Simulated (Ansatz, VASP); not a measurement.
# One calculation of GaSb, two programs

```
Sb Ga
1.0
    -2.75343    2.75343    1.59071
     2.75343   -2.75343    1.59071
     2.75343    2.75343   -1.59071
Sb Ga
1 1
Cartesian
  0.0000 0.0000 0.0000
  0.0000 2.7534 0.7954
```

Alike in both runs: task single point; functional r2SCAN50; k mesh 5 × 5 × 5; occupations fermi-dirac, width 0.05 eV; no spin polarisation.

```csv
,VASP,Ansatz
version,VASP 6.6.1,Ansatz 0.2.0
potentials or method,"VASP PAW PBE potentials, release 64 (Sb, Ga_d)",Ansatz PAW
plane-wave cutoff (eV),520,500
valence electrons in the cell,18,28
```

```csv
,VASP,Ansatz,Ansatz less VASP
gap on the k mesh at the Fermi level (eV),none,none,-
pressure (GPa),-5.6,-3.3,+2.35
"traceless stress, the component that is largest in VASP (GPa)",0.60,0.09,-0.505
```

VASP's potentials were made for PBE, not for r2SCAN50. A gap of «none» marks a metal or a gap that the smearing closes. VASP's potentials hold 18 valence electrons a cell and Ansatz's 28, so a difference there can come from the potentials and not from the codes.

The k mesh is coarse, so the values compare programs but aren't converged. Neither program's run includes spin-orbit coupling.
